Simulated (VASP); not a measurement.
# Al2O3 in VASP: further runs, part 2 of 2

VASP 6.6.1. Earlier steps stand in the parts before.

### 3 Single point, PBE

Input file INCAR:

```
PREC = Accurate
ENCUT = 520
EDIFF = 1E-7
ISMEAR = -1
SIGMA = 0.1861
LREAL = Auto
LASPH = T
NELM = 60
ALGO = Normal
ISIF = 2
LWAVE = F
LCHARG = F
GGA = PE
NBANDS = 78
ISYM = 0
```

Input file KPOINTS:

```
regular mesh
0
Gamma
  1 1 1
```

Input file POSCAR:

```
Al2O3
1.0
    6.5712240000      0.0218150000     -0.0138680000
    0.0218150000      6.5996800000     -0.0068760000
   -0.0138680000     -0.0068760000      6.2950720000
Al O
10 15
Direct
    0.2761438624      0.2129701679      0.6297317880
    0.6601046575      0.1385909147      0.5274681977
    0.9024596836      0.9199419895      0.8832035332
    0.9704350821      0.5654449042      0.5650766175
    0.5114565719      0.3980787327      0.2796212766
    0.1662096564      0.8555089588      0.2616679325
    0.7364583931      0.6134701796      0.9611277561
    0.2949402641      0.5323345579      0.9112648059
    0.4563722058      1.0129887752      0.0198544640
    0.0483268334      0.2541955857      0.2256795546
    0.5321006112      0.1336303406      0.2925045200
    0.1308375711      0.0976628849      0.4524447036
    0.7161418430      0.8619279335      0.0695431397
    0.4093946301      0.0346109837      0.7597964678
    0.4854354877      0.3903036370      0.5520479745
    0.1668488393      0.6986704760      0.4555518853
    0.0701840455      0.6667180671      0.9450201151
    0.8630334776      0.4143050477      0.3167266887
    0.1202751953      0.3788671236      0.7592469263
    0.2614803757      0.4246365018      0.1906955171
    0.1223444237      0.0561200795      0.0677006640
    0.3902566633      0.7639018325      0.0800022094
    0.6025175068      0.3712861855      0.9848650939
    0.8684768681      0.1204002586      0.7031706563
    0.7668897318      0.7060938585      0.7001477232
```

Potentials or basis: VASP PAW PBE potentials, release 64 (Al, O).

Started as:

```
cat potpaw_PBE.64/Al/POTCAR potpaw_PBE.64/O/POTCAR > POTCAR
mpirun -np 1 vasp_gam > vasp.out
```

OUTCAR:

```text
PREC = Accurate
   ENCUT = 520
   EDIFF = 1E-7
   ISMEAR = -1
   LREAL = Auto
   LASPH = T
   NELM = 60
   ISIF = 2
   GGA = PE
   ISYM = 0

 ion  position               nearest neighbor table
   1  0.276  0.213  0.630-  12 1.65  14 1.68  19 1.70  15 1.88   2 2.65   8 2.75  10 2.96   5 2.97
                             9 3.02   4 3.09
   2  0.660  0.139  0.527-  11 1.70  24 1.76  15 2.02  14 2.32   5 2.51  18 2.63   1 2.65   3 3.10
                            10 3.28
   3  0.902  0.920  0.883-  13 1.74  24 1.76  25 2.03  17 2.03  21 2.06   7 2.36   6 2.97   2 3.10
                             4 3.11   9 3.12  10 3.23
   4  0.970  0.565  0.565-  16 1.71  25 1.83  18 1.98  19 1.99  17 2.57   7 2.95  10 3.00   6 3.01
                             8 3.05   1 3.09   3 3.11
   5  0.511  0.398  0.280-  15 1.73  20 1.74  11 1.75  23 1.96  18 2.32   2 2.51   8 2.85   7 2.88
                             1 2.97   9 3.04  10 3.21
   6  0.166  0.856  0.262-  16 1.60  21 1.82  22 1.96  12 2.01  17 2.43   9 2.66  10 2.75   3 2.97
                             4 3.01   8 3.18
   7  0.736  0.613  0.961-  25 1.77  13 1.78  23 1.84  17 2.23   3 2.36  22 2.59   5 2.88   4 2.95
                             8 2.97   9 3.23
   8  0.295  0.532  0.911-  17 1.73  19 1.81  20 1.91  22 1.96  23 2.32   1 2.75   5 2.85   7 2.97
                             4 3.05  10 3.16   6 3.18
   9  0.456  0.013  0.020-  14 1.67  22 1.75  11 1.95  13 1.99  21 2.23  23 2.57   6 2.66   1 3.02
                             5 3.04   3 3.12   7 3.23
  10  0.048  0.254  0.226-  18 1.71  21 1.71  20 1.82  12 1.84   6 2.75   1 2.96   4 3.00   8 3.16
                             5 3.21   3 3.23   2 3.28
  11  0.532  0.134  0.293-   2 1.70   5 1.75   9 1.95
  12  0.131  0.098  0.452-   1 1.65  10 1.84   6 2.01
  13  0.716  0.862  0.070-   3 1.74   7 1.78   9 1.99
  14  0.409  0.035  0.760-   9 1.67   1 1.68   2 2.32
  15  0.485  0.390  0.552-   5 1.73   1 1.88   2 2.02
  16  0.167  0.699  0.456-   6 1.60   4 1.71
  17  0.070  0.667  0.945-   8 1.73   3 2.03   7 2.23   6 2.43   4 2.57
  18  0.863  0.414  0.317-  10 1.71   4 1.98   5 2.32   2 2.63
  19  0.120  0.379  0.759-   1 1.70   8 1.81   4 1.99
  20  0.261  0.425  0.191-   5 1.74  10 1.82   8 1.91
  21  0.122  0.056  0.068-  10 1.71   6 1.82   3 2.06   9 2.23
  22  0.390  0.764  0.080-   9 1.75   6 1.96   8 1.96   7 2.59
  23  0.603  0.371  0.985-   7 1.84   5 1.96   8 2.32   9 2.57
  24  0.868  0.120  0.703-   3 1.76   2 1.76
  25  0.767  0.706  0.700-   7 1.77   4 1.83   3 2.03

IMPORTANT INFORMATION: All symmetrisations will be switched off!
NOSYMM: (Re-)initialisation of all symmetry stuff for point group C_1.

----------------------------------------------------------------------------------------

                                     Primitive cell

  volume of cell :     273.0000

  direct lattice vectors                    reciprocal lattice vectors
     6.571224000  0.021815000 -0.013868000     0.152181026 -0.000502680  0.000334705
     0.021815000  6.599680000 -0.006876000    -0.000502680  0.151524331  0.000164400
    -0.013868000 -0.006876000  6.295072000     0.000334705  0.000164400  0.158855335

  length of vectors
     6.571274844  6.599719636  6.295091031     0.152182224  0.151525254  0.158855773

  position of ions in fractional coordinates (direct lattice)
     0.276143862  0.212970168  0.629731788
     0.660104657  0.138590915  0.527468198
     0.902459684  0.919941990  0.883203533
     0.970435082  0.565444904  0.565076617
     0.511456572  0.398078733  0.279621277
     0.166209656  0.855508959  0.261667933
[... 17 lines left out ...]
     0.868476868  0.120400259  0.703170656
[... 60 lines left out ...]
   number of dos      NEDOS =    301   number of ions     NIONS =     25
   total plane-waves  NPLWV = 120000
   dimension x,y,z NGX =    50 NGY =   50 NGZ =   48
   dimension x,y,z NGXF=   100 NGYF=  100 NGZF=   96
   ions per type =              10  15
   NGX,Y,Z   is equivalent  to a cutoff of  12.65, 12.59, 12.68 a.u.
   NGXF,Y,Z  is equivalent  to a cutoff of  25.30, 25.19, 25.35 a.u.
 SYSTEM =  unknown system
   PREC   = accura    normal or accurate (medium, high low for compatibility)
   ISTART =      0    job   : 0-new  1-cont  2-samecut
   ICHARG =      2    charge: 1-file 2-atom 10-const
   ISPIN  =      1    spin polarized calculation?
   LNONCOLLINEAR =      F non collinear calculations
   LSORBIT =      F    spin-orbit coupling
   LASPH  =      T    aspherical Exc in radial PAW
   ENCUT  =  520.0 eV  38.22 Ry    6.18 a.u.  12.22 12.27 11.70*2*pi/ulx,y,z
   NELM   =     60;   NELMIN=  2; NELMDL= -5     # of ELM steps
   EDIFF  = 0.1E-06   stopping-criterion for ELM
   LREAL  =      T    real-space projection
   EDIFFG = 0.1E-05   stopping-criterion for IOM
   NSW    =      0    number of steps for IOM
   IBRION =     -1    ionic relax: 0-MD 1-quasi-New 2-CG
   NFREE  =      0    steps in history (QN), initial steepest desc. (CG)
   ISIF   =      2    stress and relaxation
   ISYM   =      0    0-nonsym 1-usesym 2-fastsym
   POTIM  = 0.5000    time-step for ionic-motion
   TEBEG  =    0.0;   TEEND  =   0.0 temperature during run
   PSTRESS=    0.0 pullay stress
   NELECT =     120.0000    total number of electrons
   NUPDOWN=      -1.0000    fix difference up-down
   EMIN   =  10.00;   EMAX   =-10.00  energy-range for DOS
   EFERMI =   0.00;   METHOD = LEGACY
   ISMEAR =    -1;   SIGMA  =   0.19  broadening in eV -4-tet -1-fermi 0-gaus
   EFERMI_NEDOS =   21; number of points for ismear=-14 and -15
   IALGO  =     38    algorithm
   IMIX   =      4    mixing-type and parameters
     AMIX     =   0.40;   BMIX     =  1.00
     AMIX_MAG =   1.60;   BMIX_MAG =  1.00
  volume/ion in A,a.u.               =      10.92        73.69
  Fermi-wavevector in a.u.,A,eV,Ry     =   1.244747  2.352231 21.080797  1.549395
  Thomas-Fermi vector in A             =   2.379000
   LORBIT       =      0    0 simple, 1 ext, 2 COOP (PROOUT), +10 PAW based schemes
   GGA     = PE    functional components
   LHFCALC =     F    Hartree Fock is set to
   AEXX    =    0.0000 exact exchange contribution
   IVDW    =     0    specifies the selected vdW correction
   LEPSILON=     F    determine dielectric tensor
   LRPA    =     F    only Hartree local field effects (RPA)
 non-spin polarized calculation
  energy-cutoff  :      520.00
  volume of cell :      273.00
 maximum number of plane-waves:      3674
 NGX is ok and might be reduce to    50
   NGX = 25   NGY = 25   NGZ = 23

 number of electron     120.0000001 magnetization

 Free energy of the ion-electron system (eV)
  ---------------------------------------------------
  ext. energy  EPLUGINS =         0.00000000
  ---------------------------------------------------
  free energy    TOTEN  =      -168.93501987 eV

  energy without entropy =     -168.89404015  energy(sigma->0) =     -168.91453001

 E-fermi :   5.5689     XC(G=0): -10.1852

 val. band max:        4.6109268404   @ k =   0.0000   0.0000   0.0000
 cond. band min:       6.4457505673   @ k =   0.0000   0.0000   0.0000
 fundamental gap:      1.8348237269
 Fermi energy:         5.5688696352

 k-point     1 :       0.0000    0.0000    0.0000
  band No.  band energies     occupation
      1     -15.0656      2.00000
      2     -14.4380      2.00000
      3     -13.9960      2.00000
      4     -13.8270      2.00000
      5     -13.6403      2.00000
      6     -13.3486      2.00000
[... 64 lines left out ...]
     71      11.7956      0.00000
     72      11.9780      0.00000
 [bands above 72 left out]

------------------------ aborting loop because EDIFF is reached ----------------------------------------

  FORCE on cell =-STRESS in cart. coord.  units (eV):
  Direction    XX          YY          ZZ          XY          YZ          ZX
  --------------------------------------------------------------------------------------
  -------------------------------------------------------------------------------------
  Total        9.8904761     18.0338925     14.8132541      4.7142985     -2.4814034     -5.5211598
  in kB       58.0450516    105.8369901     86.9357644     27.6671916    -14.5628163    -32.4024850
  external PRESSURE =      83.6059354 kB  Pullay stress =       0.0000000 kB

 VOLUME and BASIS-vectors are now :
 -----------------------------------------------------------------------------
  energy-cutoff  :      520.00
  volume of cell :      273.00
      direct lattice vectors                 reciprocal lattice vectors
     6.571224000  0.021815000 -0.013868000     0.152181026 -0.000502680  0.000334705
     0.021815000  6.599680000 -0.006876000    -0.000502680  0.151524331  0.000164400
    -0.013868000 -0.006876000  6.295072000     0.000334705  0.000164400  0.158855335

 POSITION                                       TOTAL-FORCE (eV/Angst)
 -----------------------------------------------------------------------------------
      1.81052      1.40723      3.95891         0.148915      0.862009     -0.384152
      4.33340      0.92543      3.31034         0.596746      0.329121      3.770364
      5.93808      6.08494      5.54099         2.684234      0.603896     -1.606140
      6.38144      3.74904      3.53985        -0.023956     -0.587566      0.655411
      3.36570      2.63643      1.75041        -0.042811      0.869994     -2.035719
      1.10724      5.64791      1.63903         1.148851      1.088715     -2.272718
[... 17 lines left out ...]
      5.69983      0.80871      4.41364        -2.664055     -0.999643     -0.022863
      5.04510      4.67191      4.39199         0.760330     -0.741730     -0.956670
 -----------------------------------------------------------------------------------
    total drift:                               -0.002133      0.010922      0.002713

  FREE ENERGIE OF THE ION-ELECTRON SYSTEM (eV)
  ---------------------------------------------------
  free  energy   TOTEN  =      -168.9350198683 eV

  energy  without entropy=     -168.8940401523  energy(sigma->0) =     -168.91453001
```

Run time: 42 s. Hardware: 1 thread of Intel Xeon Platinum 8488C (Sapphire Rapids), shared host; peak memory 0.31 GiB.

What came out:

```
Free energy            : -168.9350 eV
Pressure               : 8.4 GPa
Largest force          : 6.292 eV/Å
Band gap on the k mesh : 1.83 eV
```

Forces in eV/Å, atoms in the order of the input:
```
Al   0.149  0.862 -0.384
Al   0.597  0.329  3.770
Al   2.684  0.604 -1.606
Al  -0.024 -0.588  0.655
Al  -0.043  0.870 -2.036
Al   1.149  1.089 -2.273
Al   0.390 -1.957  0.114
Al  -0.266  0.560  2.976
Al   2.207 -0.472  2.215
Al   2.753  1.190  1.179
O   -0.081 -2.787 -2.053
O   -0.671 -1.113 -4.106
O    1.834  0.993  0.093
O    1.982 -0.021 -1.541
O    0.599 -0.947  1.697
O   -1.175 -1.853  2.902
O   -5.075  3.593  0.961
O   -2.034  1.050  1.797
O    0.431  1.071 -1.291
O   -0.649 -1.361 -1.598
O   -1.103 -1.549 -1.885
O   -1.070 -1.082  0.839
O   -0.681  3.261  0.554
O   -2.664 -1.000 -0.023
O    0.760 -0.742 -0.957
```

Caveat: the k points lie up to 1.00 Å⁻¹ apart.

### 4 Single point, PBE

Input file INCAR:

```
SYSTEM = Al2O3
PREC = Accurate
ENCUT = 520
EDIFF = 1E-6
ISMEAR = -1
SIGMA = 0.1034
LREAL = Auto
LASPH = .True.
NELM = 60
ALGO = Normal
ISIF = 2
LWAVE = .False.
LCHARG = .True.
GGA = PE
LELF = .True.
LVHAR = .True.
ISYM = 0
NBANDS = 78
```

Input file KPOINTS:

```
Automatic mesh
0
Gamma
  1 1 1
  0 0 0
```

Input file POSCAR:

```
Al2O3
1.0
    6.5712240000      0.0218150000     -0.0138680000
    0.0218150000      6.5996800000     -0.0068760000
   -0.0138680000     -0.0068760000      6.2950720000
Al O
10 15
Direct
    0.2892394642      0.2142814010      0.6636758995
    0.6504836009      0.1354821240      0.5350441554
    0.9580493157      0.9485672676      0.8371539796
    1.0483519083      0.5483339119      0.5416155507
    0.5581876864      0.4308311389      0.2833791801
    0.1757800912      0.8774187951      0.2363170509
    0.8146728742      0.6338892309      0.9387969678
    0.3192581530      0.5698216938      0.9533817192
    0.5366109630     -0.0015571373      0.0409482233
    0.0624214974      0.2816287884      0.2255100721
    0.6338607783      0.1469081104      0.2549725438
    0.1429890296      0.1077262640      0.4193100091
    0.7628770264      0.8757866836      0.0350527346
    0.4639652286      0.0582613559      0.7672639606
    0.4829703168      0.3665707200      0.5429677965
    0.2123894856      0.7046607364      0.4462834841
    0.0483947586      0.6837489150      1.0193093258
    0.8656555529      0.4317316981      0.3630496201
    0.1502830532      0.4179605416      0.7664706650
    0.2805065114      0.4271999058      0.1951605146
    0.1055293323      0.0662478162      0.0349781545
    0.4043206770      0.7915284191      0.1108976464
    0.6130349244      0.4806110647      1.0013944638
    0.8503135382      0.1410558262      0.6814870502
    0.8408434621      0.7287959855      0.6710717555
```

Started as:

```
cat potpaw_PBE.64/Al/POTCAR potpaw_PBE.64/O/POTCAR > POTCAR
mpirun -np 1 vasp_gam > vasp.out
```

It took 39 s on 1 thread of Intel Xeon Platinum 8488C (Sapphire Rapids), shared host; peak memory 0.3 GiB.

It converged, with:

* Free energy: -172.6526 eV
* Pressure: 11.3 GPa
* Largest force: 4.845 eV/Å
* Band gap on the k mesh: 2.10 eV

Forces in eV/Å, atoms in the order of the input:
```
Al  -1.809  0.561 -2.736
Al  -1.753  0.544 -0.048
Al  -2.700 -0.480 -0.269
Al  -4.416  1.373  1.442
Al  -0.129 -1.104 -0.807
Al  -0.896 -1.217  1.182
Al  -2.828 -0.346 -1.244
Al  -0.916 -0.065  1.891
Al   1.518  1.168 -1.031
Al  -0.043 -1.066 -0.645
O   -1.522  0.460  0.266
O    1.900 -0.134  1.394
O    0.422  0.591 -0.881
O    0.572 -1.450  0.812
O    0.789 -0.352  0.488
O    1.181  2.512  0.026
O    4.751  0.421  0.589
O    0.868 -0.080 -1.176
O    0.912  0.091  0.211
O    1.131 -1.106 -1.249
O    0.449  1.705 -0.188
O   -1.211 -0.231 -0.339
O   -1.291 -0.243 -0.088
O    3.180 -0.254  2.301
O    1.841 -1.298  0.097
```

Stress tensor (GPa, compression positive):
```
12.60  0.65 -4.10
 0.65 16.33 -3.64
-4.10 -3.64  4.83
```

Levels at points of the mesh, in eV from the valence-band top:
```csv
k point,band 56,band 57,band 58,band 59,band 60,band 61,band 62,band 63,band 64,band 65
"(0.00, 0.00, 0.00)",-0.94,-0.82,-0.75,-0.44,0.00,2.10,4.30,4.70,4.83,5.38
```

Caveat: the k points lie up to 1.00 Å⁻¹ apart.
